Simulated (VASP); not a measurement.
Wanted: the native input for a VASP 6.6.1 run.

| Item | Value |
| --- | --- |
| Task | single point |
| Functional | PBE |
| Potentials or basis | VASP PAW PBE potentials, release 64 (Ru_pv) |
| Cutoff | 520 eV |
| k mesh | 18 × 18 × 10 |
| Occupations | gaussian, width 0.1 eV |
| Spin | no spin polarisation |
| Dipole correction | no |
| Further INCAR settings | ALGO = Normal; EDIFF = 1e-06; NBANDS = 21 |

The structure of Ru lies in POSCAR:

```
Ru
1.0
    2.6460023164      0.0000000000      0.0000000000
   -1.3230011582      2.2915052244      0.0000000000
    0.0000000000      0.0000000000      4.1936851983
Ru
2
Direct
    0.3333333333      0.6666666667      0.2500000000
    0.6666666667      0.3333333333      0.7500000000
```

One way to write it, as run:

INCAR

```
PREC = Accurate ; ENCUT = 520
EDIFF = 1E-6 ; ISMEAR = 0
SIGMA = 0.1 ; LREAL = False
LASPH = True ; NELM = 80
ALGO = Normal ; ISIF = 2
LWAVE = False ; LCHARG = False
GGA = PE ; NBANDS = 21
```

KPOINTS

```
regular mesh
0
Gamma
  18 18 10
```

Potentials or basis: VASP PAW PBE potentials, release 64 (Ru_pv).

The run is started by

```console
$ cat potpaw_PBE.64/Ru_pv/POTCAR > POTCAR
$ mpirun -np 1 vasp_std > vasp.out
```

It gave:

```
Pressure               : 30.0 GPa
Band gap on the k mesh : zero (bands 14 and 15 overlap by 3.45 eV)
```

Caveat: the cell stands under pressure.

Wall time 2.1 min on 1 thread of Intel Xeon 8259CL (shared host), peak memory 0.21 GiB.
